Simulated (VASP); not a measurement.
Runs of VASP 6.6.1 on AlIn2. The structure is that of space group P4/mmm (No. 123), or close to it. The cells are those of the table. 

| task | cell | k mesh | cutoff (eV) | gap on the mesh (eV) | pressure (GPa) | relaxed volume (Å³/atom) |
| --- | --- | --- | --- | --- | --- | --- |
| single point | a = 5.567, b = 5.567, c = 2.948 Å, 3 atoms | 4 × 4 × 4 | 520 | none | 0.0 | - |
| single point | a = 5.571, b = 5.571, c = 3.010 Å, 3 atoms | 8 × 8 × 14 | 520 | none | 0.0 | - |
| relaxation of cell and atoms | relaxed from a = 5.422, b = 5.422, c = 3.161 Å, 3 atoms | 8 × 8 × 14 | 600 | none | 0.0 | (a) |
| relaxation of cell and atoms | relaxed from a = 4.487, b = 4.487, c = 3.921 Å, 3 atoms | 4 × 4 × 4 | 600 | none | 0.0 | 30.53 |

Alike in all rows: level PBE; potentials or basis VASP PAW PBE potentials, release 64 (Al, In_d); no spin polarisation; smearing gaussian 0.1 eV.

Estimate the missing entries.

(a) 31.10.

Caveats: some runs use coarse meshes; spin-orbit coupling is left out, which moves the levels of the heavy elements; the volume moved by over 15 % at a fixed basis, so the end points are rough (some runs).

A k mesh can miss the band edges, and the runs leave out spin-orbit coupling on In.

A gap of «none» marks levels without a gap at the run's occupations.
